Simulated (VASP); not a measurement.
# SiMo3 (P4_2/mmc) in VASP: further runs, part 2 of 3

VASP 6.6.1.

## Step 4: Single point, PBEsol (strain -0.080 along x and y, +0.040 along z)

File INCAR:

```
SYSTEM = SiMo3
ALGO = Fast
EDIFF = 1E-6
ENCUT = 520
GGA = PS
ISIF = 2
ISMEAR = 0
LASPH = .True.
LCHARG = .True.
LELF = .True.
LREAL = .False.
LVHAR = .True.
LWAVE = .False.
NBANDS = 56
NELM = 100
PREC = Accurate
SIGMA = 0.15
```

File KPOINTS:

```
k-points
0
Gamma
  8 8 8
  0 0 0
```

File POSCAR:

```
SiMo3
1.0
    4.4726583543      0.0000000000      0.0000000000
    0.0000000000      4.4726583543      0.0000000000
    0.0000000000      0.0000000000      5.0560485744
Si Mo
2 6
Direct
    0.0000000000      0.0000000000      0.0000000000
    0.5000000000      0.5000000000      0.5000000000
    0.2500000000      0.0000000000      0.5000000000
    0.5000000000      0.7500000000      0.0000000000
    0.7500000000      0.0000000000      0.5000000000
    0.5000000000      0.2500000000      0.0000000000
    0.0000000000      0.5000000000      0.7500000000
    0.0000000000      0.5000000000      0.2500000000
```

Potentials or basis: VASP PAW PBE potentials, release 64 (Si, Mo_sv).

Run with:

```console
$ cat potpaw_PBE.64/Si/POTCAR potpaw_PBE.64/Mo_sv/POTCAR > POTCAR
$ mpirun -np 1 vasp_std > vasp.out
```

OUTCAR:

```text
SYSTEM = SiMo3
   EDIFF = 1E-6
   ENCUT = 520
   GGA = PS
   ISIF = 2
   ISMEAR = 0
   LASPH = .True.
   LREAL = .False.
   NELM = 100
   PREC = Accurate

 ion  position               nearest neighbor table
   1  0.000  0.000  0.000-   4 2.50   6 2.50   4 2.50   6 2.50   7 2.57   8 2.57   7 2.57   8 2.57
                             5 2.76   3 2.76   3 2.76   5 2.76
   2  0.500  0.500  0.500-   3 2.50   5 2.50   3 2.50   5 2.50   7 2.57   8 2.57   7 2.57   8 2.57
                             4 2.76   6 2.76   4 2.76   6 2.76
   3  0.250  0.000  0.500-   5 2.24   5 2.24   2 2.50   2 2.50   1 2.76   1 2.76   8 2.80   7 2.80
                             8 2.80   7 2.80   6 2.98   4 2.98   4 2.98   6 2.98
   4  0.500  0.750  0.000-   6 2.24   6 2.24   1 2.50   1 2.50   2 2.76   2 2.76   8 2.80   7 2.80
                             7 2.80   8 2.80   3 2.98   5 2.98   3 2.98   5 2.98
   5  0.750  0.000  0.500-   3 2.24   3 2.24   2 2.50   2 2.50   1 2.76   1 2.76   8 2.80   7 2.80
                             8 2.80   7 2.80   6 2.98   4 2.98   4 2.98   6 2.98
   6  0.500  0.250  0.000-   4 2.24   4 2.24   1 2.50   1 2.50   2 2.76   2 2.76   8 2.80   7 2.80
                             7 2.80   8 2.80   5 2.98   3 2.98   3 2.98   5 2.98
   7  0.000  0.500  0.750-   8 2.53   8 2.53   1 2.57   2 2.57   1 2.57   2 2.57   3 2.80   4 2.80
                             5 2.80   3 2.80   5 2.80   6 2.80   4 2.80   6 2.80
   8  0.000  0.500  0.250-   7 2.53   7 2.53   1 2.57   2 2.57   1 2.57   2 2.57   3 2.80   4 2.80
                             5 2.80   3 2.80   5 2.80   6 2.80   4 2.80   6 2.80

  LATTYP: Found a simple tetragonal cell.
 ALAT       =     4.4726583543
 C/A-ratio  =     1.1304347826

  Lattice vectors:

 A1 = (   4.4726583543,   0.0000000000,   0.0000000000)
 A2 = (   0.0000000000,   4.4726583543,   0.0000000000)
 A3 = (   0.0000000000,   0.0000000000,   5.0560485744)

Analysis of symmetry for initial positions (statically):
=====================================================================
 Subroutine PRICEL returns:
 Original cell was already a primitive cell.

 Routine SETGRP: Setting up the symmetry group for a
 simple tetragonal supercell.

 Subroutine GETGRP returns: Found 16 space group operations
 (whereof  8 operations were pure point group operations)
 out of a pool of 16 trial point group operations.

The static configuration has the point symmetry D_2h.
 The point group associated with its full space group is D_4h.

Analysis of symmetry for dynamics (positions and initial velocities):
=====================================================================
 Subroutine PRICEL returns:
 Original cell was already a primitive cell.

 Routine SETGRP: Setting up the symmetry group for a
 simple tetragonal supercell.

 Subroutine GETGRP returns: Found 16 space group operations
 (whereof  8 operations were pure point group operations)
 out of a pool of 16 trial point group operations.

The dynamic configuration has the point symmetry D_2h.
 The point group associated with its full space group is D_4h.

 Subroutine INISYM returns: Found 16 space group operations
 (whereof  8 operations are pure point group operations),
 and found     1 'primitive' translations

----------------------------------------------------------------------------------------

                                     Primitive cell

  volume of cell :     101.1446

  direct lattice vectors                    reciprocal lattice vectors
     4.472658354  0.000000000  0.000000000     0.223580681  0.000000000  0.000000000
     0.000000000  4.472658354  0.000000000     0.000000000  0.223580681  0.000000000
     0.000000000  0.000000000  5.056048574     0.000000000  0.000000000  0.197782910

  length of vectors
     4.472658354  4.472658354  5.056048574     0.223580681  0.223580681  0.197782910

[... 76 lines left out ...]
   total plane-waves  NPLWV =  51840
   dimension x,y,z NGX =    36 NGY =   36 NGZ =   40
   dimension x,y,z NGXF=    72 NGYF=   72 NGZF=   80
   ions per type =               2   6
   NGX,Y,Z   is equivalent  to a cutoff of  13.38, 13.38, 13.15 a.u.
   NGXF,Y,Z  is equivalent  to a cutoff of  26.76, 26.76, 26.30 a.u.
 SYSTEM =  SiMo3
   PREC   = accura    normal or accurate (medium, high low for compatibility)
   ISTART =      0    job   : 0-new  1-cont  2-samecut
   ICHARG =      2    charge: 1-file 2-atom 10-const
   ISPIN  =      1    spin polarized calculation?
   LNONCOLLINEAR =      F non collinear calculations
   LSORBIT =      F    spin-orbit coupling
   LASPH  =      T    aspherical Exc in radial PAW
   ENCUT  =  520.0 eV  38.22 Ry    6.18 a.u.   8.32  8.32  9.40*2*pi/ulx,y,z
   NELM   =    100;   NELMIN=  2; NELMDL= -5     # of ELM steps
   EDIFF  = 0.1E-05   stopping-criterion for ELM
   LREAL  =      F    real-space projection
   EDIFFG = 0.1E-04   stopping-criterion for IOM
   NSW    =      0    number of steps for IOM
   IBRION =     -1    ionic relax: 0-MD 1-quasi-New 2-CG
   NFREE  =      0    steps in history (QN), initial steepest desc. (CG)
   ISIF   =      2    stress and relaxation
   ISYM   =      2    0-nonsym 1-usesym 2-fastsym
   POTIM  = 0.5000    time-step for ionic-motion
   TEBEG  =    0.0;   TEEND  =   0.0 temperature during run
   PSTRESS=    0.0 pullay stress
   NELECT =      92.0000    total number of electrons
   NUPDOWN=      -1.0000    fix difference up-down
   EMIN   =  10.00;   EMAX   =-10.00  energy-range for DOS
   EFERMI =   0.00;   METHOD = LEGACY
   ISMEAR =     0;   SIGMA  =   0.15  broadening in eV -4-tet -1-fermi 0-gaus
   EFERMI_NEDOS =   21; number of points for ismear=-14 and -15
   IALGO  =     68    algorithm
   IMIX   =      4    mixing-type and parameters
     AMIX     =   0.40;   BMIX     =  1.00
     AMIX_MAG =   1.60;   BMIX_MAG =  1.00
  volume/ion in A,a.u.               =      12.64        85.32
  Fermi-wavevector in a.u.,A,eV,Ry     =   1.586195  2.997474 34.232451  2.516014
  Thomas-Fermi vector in A             =   2.685543
   LORBIT       =      0    0 simple, 1 ext, 2 COOP (PROOUT), +10 PAW based schemes
   GGA     = PS    functional components
   LHFCALC =     F    Hartree Fock is set to
   AEXX    =    0.0000 exact exchange contribution
   IVDW    =     0    specifies the selected vdW correction
   LEPSILON=     F    determine dielectric tensor
   LRPA    =     F    only Hartree local field effects (RPA)
 non-spin polarized calculation
 RMM-DIIS sequential band-by-band and
 Gauss-broadening in eV      SIGMA  =   0.15
  energy-cutoff  :      520.00
  volume of cell :      101.14
 maximum number of plane-waves:      2747
 NGX is ok and might be reduce to    36
   NGX = 17   NGY = 17   NGZ = 19

 number of electron      92.0000016 magnetization

 Free energy of the ion-electron system (eV)
  ---------------------------------------------------
  ext. energy  EPLUGINS =         0.00000000
  ---------------------------------------------------
  free energy    TOTEN  =       -81.71458378 eV

  energy without entropy =      -81.67375862  energy(sigma->0) =      -81.69417120

 E-fermi :  15.0380     XC(G=0): -14.0108

 val. band max:       15.0365965501   @ k =   0.5000   0.0000   0.2500
 cond. band min:      15.0382884228   @ k =   0.2500   0.2500   0.5000
 fundamental gap:      0.0016918727
 Fermi energy:        15.0380495747

 k-point     1 :       0.0000    0.0000    0.0000
  band No.  band energies     occupation
      1     -46.3950      2.00000
      2     -46.2858      2.00000
      3     -45.7526      2.00000
      4     -45.5047      2.00000
      5     -45.4390      2.00000
      6     -45.4390      2.00000
[... 1405 lines left out ...]
     55      18.0978      0.00000
     56      18.3388      0.00000

 [... further k-points ...]
[... 5 lines left out ...]
  --------------------------------------------------------------------------------------
  -------------------------------------------------------------------------------------
  Total       44.8682439     44.8682439      7.3634365     -0.0000000      0.0000000      0.0000000
  in kB      710.7337939    710.7337939    116.6402493     -0.0000000      0.0000000      0.0000000
  external PRESSURE =     512.7026124 kB  Pullay stress =       0.0000000 kB

 VOLUME and BASIS-vectors are now :
 -----------------------------------------------------------------------------
  energy-cutoff  :      520.00
  volume of cell :      101.14
      direct lattice vectors                 reciprocal lattice vectors
     4.472658354  0.000000000  0.000000000     0.223580681  0.000000000  0.000000000
     0.000000000  4.472658354  0.000000000     0.000000000  0.223580681  0.000000000
     0.000000000  0.000000000  5.056048574     0.000000000  0.000000000  0.197782910

 POSITION                                       TOTAL-FORCE (eV/Angst)
 -----------------------------------------------------------------------------------
      0.00000      0.00000      0.00000         0.000000     -0.000000     -0.000000
      2.23633      2.23633      2.52802         0.000000     -0.000000     -0.000000
      1.11816      0.00000      2.52802         0.051005     -0.000000     -0.000000
      2.23633      3.35449      0.00000        -0.000000      0.051005      0.000000
      3.35449      0.00000      2.52802        -0.051005     -0.000000     -0.000000
      2.23633      1.11816      0.00000        -0.000000     -0.051005     -0.000000
      0.00000      2.23633      3.79204         0.000000     -0.000000     -0.000000
      0.00000      2.23633      1.26401         0.000000     -0.000000     -0.000000
 -----------------------------------------------------------------------------------
    total drift:                                0.000000      0.000000     -0.000000

  FREE ENERGIE OF THE ION-ELECTRON SYSTEM (eV)
  ---------------------------------------------------
  free  energy   TOTEN  =       -81.7145837757 eV

  energy  without entropy=      -81.6737586228  energy(sigma->0) =      -81.69417120
```

Run time: 7.6 min. Hardware: 1 thread of Oxide Virtual Turin-like, shared host; peak memory 0.39 GiB.

What came out:

```
Free energy            : -81.7146 eV
Pressure               : 51.3 GPa
Largest force          : 0.051 eV/Å
Band gap on the k mesh : zero (band 46 reaches 16.60 eV, above the bottom of band 47 at 14.55 eV)
```

Forces on the atoms (eV/Å):
```
Si   0.000  0.000  0.000
Si   0.000  0.000  0.000
Mo   0.051  0.000  0.000
Mo   0.000  0.051  0.000
Mo  -0.051  0.000  0.000
Mo   0.000 -0.051  0.000
Mo   0.000  0.000  0.000
Mo   0.000  0.000  0.000
```

Caveat: the cell differs from its parent crystal (strain -0.080 along x and y, +0.040 along z); the PAW data sets were made with another functional, which shifts forces and pressure a little.

(Continued in part 3 of 3.)
